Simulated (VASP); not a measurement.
Here is a VASP 6.6.1 calculation.

Contents of INCAR:

```
SYSTEM = SnO
PREC     = Accurate       ! precision mode
ENCUT    = 1340           ! plane-wave cutoff, eV
EDIFF    = 1E-6           ! SCF threshold, eV
ISMEAR   = 0              ! smearing method
SIGMA    = 0.01           ! smearing width, eV
LREAL    = .FALSE.        ! projectors in reciprocal space
LASPH    = .TRUE.         ! aspherical terms in the spheres
NELM     = 120            ! most SCF steps
ALGO     = Normal         ! electronic algorithm
ISIF     = 2              ! what is computed and relaxed
LWAVE    = .FALSE.        ! write WAVECAR
LCHARG   = .FALSE.        ! write CHGCAR
GGA      = CA             ! functional
NBANDS   = 28             ! bands
GGA_COMPAT= .FALSE.
```

File KPOINTS:

```
regular mesh
0
G
  4 3 3
  0 0 0
```

Contents of POSCAR:

```
SnO
1.0
    3.3550050000      0.0000000000      0.0000000000
    0.0000000000      5.6741040000      0.0000000000
    0.0000000000      0.0000000000      4.2219700000
Sn O
2 2
Direct
   -0.0041856716      0.2040738805      0.4888054327
    0.4973860199      0.7506270790     -0.0110352522
   -0.0031597553      0.8839961251      0.7376453147
    0.4959575640      0.0711662182      0.2377128619
```

Potentials or basis: VASP PAW LDA potentials, release 64 (Sn_d, O_h).

Launch:

```sh
$ cat potpaw_LDA.64/Sn_d/POTCAR potpaw_LDA.64/O_h/POTCAR > POTCAR
$ mpirun -np 1 vasp_std > vasp.out
```

Question: What does it give for the largest force?

Answer: 0.114 eV/Å.

Question: What does it give for the band gap on the k mesh?

Answer: 1.54 eV (least direct gap 2.22 eV).

Forces in eV/Å, atoms in the order of the input:
```
Sn   0.007  0.110  0.026
Sn  -0.016 -0.082  0.018
O    0.003 -0.013 -0.013
O    0.005 -0.016 -0.031
```

Caveat: the k points lie up to 0.50 Å⁻¹ apart; spin-orbit coupling is left out, which moves the levels of the heavy elements. A k mesh can miss the band edges.
